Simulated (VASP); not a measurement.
# ZrB (Fm-3m) in VASP: a series of runs

Runs on ZrB. Level: PBE. Tasks: single point.

Everything below comes from runs of VASP 6.6.1. Logs are shortened: lines on timing, memory, paths and dates and some standing lists are left out, and cuts for length are marked.

## 1. The cell of the first run

Symmetry: Fm-3m, No. 225, cubic system. Conventional cell: a = 4.650 Å, b = 4.650 Å, c = 4.650 Å, α = 90.00°, β = 90.00°, γ = 90.00°. Zr (site symmetry m-3m) has 6 B at 2.33 Å within 3.1 Å. B (site symmetry m-3m) has 6 Zr at 2.33 Å within 3.1 Å.

## 2. Single point, PBE

INCAR reads:

```
ALGO = Normal
EDIFF = 1E-7
ENCUT = 520
GGA = PE
ISIF = 2
ISMEAR = 0
LASPH = True
LCHARG = True
LELF = True
LREAL = False
LVHAR = True
LWAVE = False
NBANDS = 14
NELM = 100
PREC = Accurate
SIGMA = 0.027000000000000003
```

KPOINTS reads:

```
k-points
0
Gamma
  10 10 10
```

POSCAR reads:

```
ZrB
1.0
    0.0000000000      2.3250000000      2.3250000000
    2.3250000000      0.0000000000      2.3250000000
    2.3250000000      2.3250000000      0.0000000000
Zr B
1 1
Direct
    0.0000000000      0.0000000000      0.0000000000
    0.5000000000      0.5000000000      0.5000000000
```

Potentials or basis: VASP PAW PBE potentials, release 64 (Zr_sv, B).

Command:

```sh
$ cat potpaw_PBE.64/Zr_sv/POTCAR potpaw_PBE.64/B/POTCAR > POTCAR
$ mpirun -np 1 vasp_std > vasp.out
```

OUTCAR:

```text
EDIFF = 1E-7
   ENCUT = 520
   GGA = PE
   ISIF = 2
   ISMEAR = 0
   LASPH = True
   LREAL = False
   NELM = 100
   PREC = Accurate

 ion  position               nearest neighbor table
   1  0.000  0.000  0.000-   2 2.33   2 2.33   2 2.33   2 2.33   2 2.33   2 2.33
   2  0.500  0.500  0.500-   1 2.33   1 2.33   1 2.33   1 2.33   1 2.33   1 2.33

  LATTYP: Found a face centered cubic cell.
 ALAT       =     4.6500000000

  Lattice vectors:

 A1 = (   0.0000000000,   2.3250000000,   2.3250000000)
 A2 = (   2.3250000000,   0.0000000000,   2.3250000000)
 A3 = (   2.3250000000,   2.3250000000,   0.0000000000)

Analysis of symmetry for initial positions (statically):
=====================================================================
 Subroutine PRICEL returns:
 Original cell was already a primitive cell.

 Routine SETGRP: Setting up the symmetry group for a
 face centered cubic supercell.

 Subroutine GETGRP returns: Found 48 space group operations
 (whereof 48 operations were pure point group operations)
 out of a pool of 48 trial point group operations.

The static configuration has the point symmetry O_h .

Analysis of symmetry for dynamics (positions and initial velocities):
=====================================================================
 Subroutine PRICEL returns:
 Original cell was already a primitive cell.

 Routine SETGRP: Setting up the symmetry group for a
 face centered cubic supercell.

 Subroutine GETGRP returns: Found 48 space group operations
 (whereof 48 operations were pure point group operations)
 out of a pool of 48 trial point group operations.

The dynamic configuration has the point symmetry O_h .

 Subroutine INISYM returns: Found 48 space group operations
 (whereof 48 operations are pure point group operations),
 and found     1 'primitive' translations

----------------------------------------------------------------------------------------

                                     Primitive cell

  volume of cell :      25.1362

  direct lattice vectors                    reciprocal lattice vectors
     0.000000000  2.325000000  2.325000000    -0.215053763  0.215053763  0.215053763
     2.325000000  0.000000000  2.325000000     0.215053763 -0.215053763  0.215053763
     2.325000000  2.325000000  0.000000000     0.215053763  0.215053763 -0.215053763

  length of vectors
     3.288046533  3.288046533  3.288046533     0.372484045  0.372484045  0.372484045

  position of ions in fractional coordinates (direct lattice)
     0.000000000  0.000000000  0.000000000
     0.500000000  0.500000000  0.500000000

  ion indices of the primitive-cell ions
   primitive index   ion index
                 1           1
                 2           2

----------------------------------------------------------------------------------------

 KPOINTS: k-points

Automatic generation of k-mesh.
 Grid dimensions read from file:
 generate k-points for:   10   10   10

 Generating k-lattice:

  Cartesian coordinates                     Fractional coordinates (reciprocal lattice)
    -0.021505376  0.021505376  0.021505376     0.100000000  0.000000000  0.000000000
     0.021505376 -0.021505376  0.021505376     0.000000000  0.100000000  0.000000000
     0.021505376  0.021505376 -0.021505376     0.000000000  0.000000000  0.100000000

  Length of vectors
     0.037248404  0.037248404  0.037248404

  Shift w.r.t. Gamma in fractional coordinates (k-lattice)
     0.000000000  0.000000000  0.000000000

 Subroutine IBZKPT returns following result:
 ===========================================

 Found     47 irreducible k-points:

 Following reciprocal coordinates:
            Coordinates               Weight
  0.000000  0.000000  0.000000      1.000000
  0.100000  0.000000  0.000000      8.000000
  0.200000  0.000000  0.000000      8.000000
  0.300000  0.000000  0.000000      8.000000
  0.400000  0.000000  0.000000      8.000000
  0.500000  0.000000  0.000000      4.000000
[... 16 lines left out ...]
  0.300000  0.300000  0.000000      6.000000
  0.400000  0.300000  0.000000     24.000000
 [... further k-points ...]
   k-points           NKPTS =     47   k-points in BZ     NKDIM =     47   number of bands    NBANDS=     14
   number of dos      NEDOS =    301   number of ions     NIONS =      2
   total plane-waves  NPLWV =  13824
   dimension x,y,z NGX =    24 NGY =   24 NGZ =   24
   dimension x,y,z NGXF=    48 NGYF=   48 NGZF=   48
   ions per type =               1   1
   NGX,Y,Z   is equivalent  to a cutoff of  12.13, 12.13, 12.13 a.u.
   NGXF,Y,Z  is equivalent  to a cutoff of  24.27, 24.27, 24.27 a.u.
 SYSTEM =  unknown system
   PREC   = accura    normal or accurate (medium, high low for compatibility)
   ISTART =      0    job   : 0-new  1-cont  2-samecut
   ICHARG =      2    charge: 1-file 2-atom 10-const
   ISPIN  =      1    spin polarized calculation?
   LNONCOLLINEAR =      F non collinear calculations
   LSORBIT =      F    spin-orbit coupling
   LASPH  =      T    aspherical Exc in radial PAW
   ENCUT  =  520.0 eV  38.22 Ry    6.18 a.u.   6.11  6.11  6.11*2*pi/ulx,y,z
   NELM   =    100;   NELMIN=  2; NELMDL= -5     # of ELM steps
   EDIFF  = 0.1E-06   stopping-criterion for ELM
   LREAL  =      F    real-space projection
   EDIFFG = 0.1E-05   stopping-criterion for IOM
   NSW    =      0    number of steps for IOM
   IBRION =     -1    ionic relax: 0-MD 1-quasi-New 2-CG
   NFREE  =      0    steps in history (QN), initial steepest desc. (CG)
   ISIF   =      2    stress and relaxation
   ISYM   =      2    0-nonsym 1-usesym 2-fastsym
   POTIM  = 0.5000    time-step for ionic-motion
   TEBEG  =    0.0;   TEEND  =   0.0 temperature during run
   PSTRESS=    0.0 pullay stress
   NELECT =      15.0000    total number of electrons
   NUPDOWN=      -1.0000    fix difference up-down
   EMIN   =  10.00;   EMAX   =-10.00  energy-range for DOS
   EFERMI =   0.00;   METHOD = LEGACY
   ISMEAR =     0;   SIGMA  =   0.03  broadening in eV -4-tet -1-fermi 0-gaus
   EFERMI_NEDOS =   21; number of points for ismear=-14 and -15
   IALGO  =     38    algorithm
   IMIX   =      4    mixing-type and parameters
     AMIX     =   0.40;   BMIX     =  1.00
     AMIX_MAG =   1.60;   BMIX_MAG =  1.00
  volume/ion in A,a.u.               =      12.57        84.81
  Fermi-wavevector in a.u.,A,eV,Ry     =   1.378285  2.604581 25.846565  1.899669
  Thomas-Fermi vector in A             =   2.503360
   LORBIT       =      0    0 simple, 1 ext, 2 COOP (PROOUT), +10 PAW based schemes
   GGA     = PE    functional components
   LHFCALC =     F    Hartree Fock is set to
   AEXX    =    0.0000 exact exchange contribution
   IVDW    =     0    specifies the selected vdW correction
   LEPSILON=     F    determine dielectric tensor
   LRPA    =     F    only Hartree local field effects (RPA)
 non-spin polarized calculation
 Gauss-broadening in eV      SIGMA  =   0.03
  energy-cutoff  :      520.00
  volume of cell :       25.14
 maximum number of plane-waves:       700
   NGX = 13   NGY = 13   NGZ = 13

 number of electron      15.0000000 magnetization

 Free energy of the ion-electron system (eV)
  ---------------------------------------------------
  ext. energy  EPLUGINS =         0.00000000
  ---------------------------------------------------
  free energy    TOTEN  =       -15.58220893 eV

  energy without entropy =      -15.58167896  energy(sigma->0) =      -15.58194394

 E-fermi :   9.0076     XC(G=0): -12.2231

 val. band max:        8.9660390462   @ k =   0.3000   0.2000   0.1000
 cond. band min:       9.0252918292   @ k =   0.5000   0.3000   0.1000
 fundamental gap:      0.0592527830
 Fermi energy:         9.0076491515

 k-point     1 :       0.0000    0.0000    0.0000
  band No.  band energies     occupation
      1     -37.7521      2.00000
      2     -15.4928      2.00000
      3     -15.4928      2.00000
      4     -15.4928      2.00000
      5       0.6805      2.00000
      6      10.9456      0.00000
      7      10.9456      0.00000
      8      10.9456      0.00000
      9      12.7221      0.00000
     10      12.7221      0.00000
     11      12.8185      0.00000
     12      12.8185      0.00000
     13      12.8185      0.00000
     14      20.1659      0.00000

 k-point     2 :       0.1000    0.0000    0.0000
  band No.  band energies     occupation
      1     -37.7408      2.00000
      2     -15.5911      2.00000
      3     -15.5019      2.00000
      4     -15.5019      2.00000
      5       0.9527      2.00000
      6      10.1724      0.00000
      7      10.6378      0.00000
      8      10.6378      0.00000
      9      11.6153      0.00000
     10      11.6153      0.00000
     11      13.1960      0.00000
     12      14.7707      0.00000
     13      14.7707      0.00000
     14      20.8269      0.00000

 k-point     3 :       0.2000    0.0000    0.0000
  band No.  band energies     occupation
      1     -37.7109      2.00000
      2     -15.8405      2.00000
      3     -15.5255      2.00000
      4     -15.5255      2.00000
      5       1.7018      2.00000
      6       8.8202      2.00000
      7       9.4188      0.00000
      8       9.4188      0.00000
      9      12.1329      0.00000
     10      12.1329      0.00000
     11      13.6726      0.00000
     12      17.0227      0.00000
     13      17.0227      0.00000
     14      22.1921      0.00000
[... 324 lines left out ...]
 k-point    23 :       0.3000    0.3000    0.0000
  band No.  band energies     occupation
      1     -37.6474      2.00000
      2     -16.0752      2.00000
      3     -15.7113      2.00000
      4     -15.7113      2.00000
      5       2.6758      2.00000
      6       7.2087      2.00000
      7       8.6984      2.00000
      8      10.7289      0.00000
      9      10.7289      0.00000
     10      13.7948      0.00000
     11      16.1534      0.00000
     12      16.1534      0.00000
     13      20.0305      0.00000
     14      24.7660      0.00000

 k-point    24 :       0.4000    0.3000    0.0000
  band No.  band energies     occupation
      1     -37.6232      2.00000
      2     -16.1972      2.00000
      3     -15.7760      2.00000
      4     -15.7456      2.00000
      5       2.8911      2.00000
      6       7.3570      2.00000
      7       8.2675      2.00000
      8      10.3805      0.00000
      9      11.1976      0.00000
     10      14.6526      0.00000
     11      16.2531      0.00000
     12      16.4989      0.00000
     13      20.6762      0.00000
     14      23.2733      0.00000

 [... further k-points ...]
[... 5 lines left out ...]
  --------------------------------------------------------------------------------------
  -------------------------------------------------------------------------------------
  Total        5.4314544      5.4314544      5.4314544      0.0000000      0.0000000      0.0000000
  in kB      346.2006314    346.2006314    346.2006314      0.0000000      0.0000000      0.0000000
  external PRESSURE =     346.2006314 kB  Pullay stress =       0.0000000 kB

 VOLUME and BASIS-vectors are now :
 -----------------------------------------------------------------------------
  energy-cutoff  :      520.00
  volume of cell :       25.14
      direct lattice vectors                 reciprocal lattice vectors
     0.000000000  2.325000000  2.325000000    -0.215053763  0.215053763  0.215053763
     2.325000000  0.000000000  2.325000000     0.215053763 -0.215053763  0.215053763
     2.325000000  2.325000000  0.000000000     0.215053763  0.215053763 -0.215053763

 POSITION                                       TOTAL-FORCE (eV/Angst)
 -----------------------------------------------------------------------------------
      0.00000      0.00000      0.00000         0.000000      0.000000      0.000000
      2.32500      2.32500      2.32500         0.000000      0.000000     -0.000000
 -----------------------------------------------------------------------------------
    total drift:                                0.000000     -0.000000     -0.000000

  FREE ENERGIE OF THE ION-ELECTRON SYSTEM (eV)
  ---------------------------------------------------
  free  energy   TOTEN  =       -15.5822089299 eV

  energy  without entropy=      -15.5816789584  energy(sigma->0) =      -15.58194394
```

Run time: 12 s. Hardware: 1 thread of Intel Xeon Platinum 8488C (Sapphire Rapids), shared host; peak memory 0.15 GiB.

Results:

* Free energy: -15.5822 eV
* Pressure: 34.6 GPa

Levels at points of the mesh, in eV from the Fermi level:
```csv
k point,band 5,band 6,band 7,band 8,band 9,band 10,band 11,band 12
"(0.00, 0.00, 0.00)",-8.33,1.94,1.94,1.94,3.71,3.71,3.81,3.81
"(0.50, 0.00, 0.00)",-4.19,-3.61,-1.41,-1.41,5.79,5.79,7.38,8.27
"(0.50, 0.50, 0.00)",-6.50,-1.11,-0.29,2.54,2.54,5.49,6.95,6.95
```

## 3. Single point, PBE

INCAR reads:

```
  ALGO = Normal
  EDIFF = 1E-6
  ENCUT = 520
  GGA = PE
  ISIF = 2
  ISMEAR = 0
  LASPH = T
  LCHARG = F
  LREAL = F
  LWAVE = F
  NBANDS = 14
  NELM = 80
  PREC = Accurate
  SIGMA = 0.028000000000000004
```

KPOINTS is that of step 2.

POSCAR is that of step 2.

Potentials or basis: VASP PAW PBE potentials, release 64 (Zr_sv, B).

Command:

```sh
$ cat potpaw_PBE.64/Zr_sv/POTCAR potpaw_PBE.64/B/POTCAR > POTCAR
$ mpirun -np 1 vasp_std > vasp.out
```

Run time: 11 s. Hardware: 1 thread of Intel Xeon Platinum 8488C (Sapphire Rapids), shared host; peak memory 0.14 GiB.

It converged, with:

* Free energy: -15.5822 eV
* Pressure: 34.6 GPa

Levels at points of the mesh, in eV from the Fermi level:
```
           k point  band 6  band 7  band 8  band 9  band 10  band 11
(0.00, 0.00, 0.00)    1.94    1.94    1.94    3.71     3.71     3.81
(0.50, 0.00, 0.00)   -3.61   -1.41   -1.41    5.79     5.79     7.38
(0.50, 0.50, 0.00)   -1.11   -0.29    2.54    2.54     5.49     6.95
```
